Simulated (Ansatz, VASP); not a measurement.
LaSb: VASP beside Ansatz

INCAR

```
SYSTEM = LaSb
PREC = Accurate ; ENCUT = 520
EDIFF = 1E-6 ; ISMEAR = 0
SIGMA = 0.1 ; LREAL = .FALSE.
LASPH = .TRUE. ; NELM = 60
ALGO = Normal ; ISIF = 2
LWAVE = .FALSE. ; LCHARG = .FALSE.
NBANDS = 15
```

The input KPOINTS:

```
Automatic mesh
0
G
  8 8 8
  0 0 0
```

POSCAR

```
LaSb
1.0
    0.0000000000      3.1899893727      3.1899893727
    3.1899893727      0.0000000000      3.1899893727
    3.1899893727      3.1899893727      0.0000000000
La Sb
1 1
Direct
    0.0000000000      0.0000000000      0.0000000000
    0.5000000000      0.5000000000      0.5000000000
```

Input for Ansatz:

```yaml
crystal:
  lattice:
    - [0.0, 3.1899893727351074, 3.1899893727351074]
    - [3.1899893727351074, 0.0, 3.1899893727351074]
    - [3.1899893727351074, 3.1899893727351074, 0.0]
  atoms:
    - { symbol: La, position: [0.0, 0.0, 0.0] }
    - { symbol: Sb, position: [0.5, 0.5, 0.5] }
basis:
  ecutwfc: 510.0
kpoints:
  mp_grid:
    grid: [8, 8, 8]
hamiltonian:
  xc: lda
scf:
  occupations:
    method: gaussian
output:
  stress: true
```

Alike in both runs: task single point; functional LDA; k mesh 8 × 8 × 8; no spin polarisation.

|  | VASP | Ansatz |
| --- | --- | --- |
| version | VASP 6.6.1 | Ansatz 0.2.0 |
| potentials or method | VASP PAW LDA potentials, release 64 (La, Sb), cutoff 520 eV | plane waves, PAW |
| occupations | gaussian, width 0.1 eV | gaussian |
| valence electrons in the cell | 16 | 26 |

```csv
,VASP,Ansatz,Ansatz less VASP
pressure (GPa),0.7,0.6,-0.07
```

LDA's correlation is that of Perdew and Zunger in VASP and of Perdew and Wang (1992) in Ansatz. VASP's potentials hold 16 valence electrons a cell and Ansatz's 26, so a difference there can come from the potentials and not from the codes.

Neither program's run includes spin-orbit coupling.
